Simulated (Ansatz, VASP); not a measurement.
## Cd in VASP and in Ansatz

INCAR

```
SYSTEM = Cd
  PREC = Accurate
  ENCUT = 520
  EDIFF = 1E-8
  ISMEAR = -1
  SIGMA = 0.05
  LREAL = .False.
  LASPH = .True.
  NELM = 100
  ALGO = Normal
  ISIF = 2
  LWAVE = .False.
  LCHARG = .False.
  GGA = PS
  LEFG = .True.
  NBANDS = 19
```

KPOINTS

```
regular mesh
0
Gamma
  16 16 7
  0 0 0
```

Contents of POSCAR:

```
Cd
1.0
    2.9986007155      0.0000000000      0.0000000000
   -1.4993003577      2.5968643954      0.0000000000
    0.0000000000      0.0000000000      5.6548540644
Cd
2
Direct
    0.3333333333      0.6666666667      0.2500000000
    0.6666666667      0.3333333333      0.7500000000
```

Input for Ansatz:

```yaml
crystal:
  lattice:
    - [2.9986007155, 0.0, 0.0]
    - [-1.4993003577, 2.5968643954, 0.0]
    - [0.0, 0.0, 5.6548540644]
  atoms:
    - { symbol: Cd, position: [0.3333333333, 0.6666666667, 0.25] }
    - { symbol: Cd, position: [0.6666666667, 0.3333333333, 0.75] }
kpoints:
  mp_grid: { grid: [16, 16, 7] }
scf:
  occupations: { method: fermi_dirac, width: 0.05 }
hamiltonian:
  xc: pbesol
  pseudopotentials: { kind: all_electron, datasets: crystal }
output:
  forces: true
  stress: true
  eigenvalues: true
  efg: { contact_densities: true }
```

Change from the starting cell: volume scaled by 1.02, crystal datasets.

Alike in both runs: task electric field gradients; functional PBEsol; k mesh 16 × 16 × 7; occupations fermi-dirac, width 0.05 eV; no spin polarisation.

|  | VASP | Ansatz |
| --- | --- | --- |
| version | VASP 6.6.1 | Ansatz 0.2.0 |
| potentials or method | VASP PAW PBE potentials, release 64 (Cd), cutoff 520 eV | all-electron PAW with datasets made for the crystal, scalar-relativistic |

|  | VASP | Ansatz | Ansatz less VASP |
| --- | --- | --- | --- |
| pressure (GPa) | -2.2 | -2.6 | -0.32 |
| traceless stress, the component that is largest in VASP (GPa) | 0.13 | 0.27 | +0.137 |
| size of Vzz on the site where it differs most (V/Å²) | 76.8 | 72.2 | -4.60 |

VASP's potentials were made for PBE, not for PBEsol. Ansatz ran all-electron here, and VASP with PAW potentials.
